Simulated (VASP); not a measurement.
Crystal: GaCuSe2.

```xyz
4
Lattice="3.6430 0.0000 0.0000 0.0000 3.6430 0.0000 0.0000 0.0000 5.1519" Properties=species:S:1:pos:R:3 pbc="T T T"
Cu    0.0000    0.0000    0.0000
Se    0.0000    0.0000    2.5760
Se    1.8215    1.8215    0.0000
Ga    1.8215    1.8215    2.5760
```

| Property | Result |
| --- | --- |
| Program | VASP 6.6.1 |
| Task | relaxation of cell and atoms |
| Functional | PBE |
| Potentials or basis | VASP PAW PBE potentials, release 64 (Cu, Se, Ga_d) |
| Cutoff | 600 eV |
| k mesh | 6 × 6 × 4 |
| Occupations | fermi-dirac, width 0.02 eV |
| Spin | no spin polarisation |

At the start: pressure 9.0 GPa; volume 17.09 Å³/atom.

Task: How do energy, volume and symmetry change on relaxing?

Result: Over 6 steps the energy falls by 44.6 meV/atom and the volume is 18.82 Å³/atom (+10.1 %); space group P4/mmm (No. 123, to 0.05 Å).

Step by step:
```
step  energy change (eV)  largest force (eV/Å)  pressure (GPa)  volume (Å³)
   1              0.0000                0.0000            9.04        68.37
   2             -0.1512                0.0000           -2.74        78.37
   3             -0.1785                0.0000            0.02        75.26
   4             -0.1784                0.0000           -0.13        75.41
   5             -0.1785                0.0000            0.04        75.25
   6             -0.1785                0.0000            0.00        75.27
```

Final structure:
```
Cu Se Ga
1.0
     3.76623    0.00000    0.00000
     0.00000    3.76623    0.00000
     0.00000    0.00000    5.30648
Cu Se Ga
1 2 1
Cartesian
  0.0000 0.0000 0.0000
  0.0000 0.0000 2.6532
  1.8831 1.8831 0.0000
  1.8831 1.8831 2.6532
```
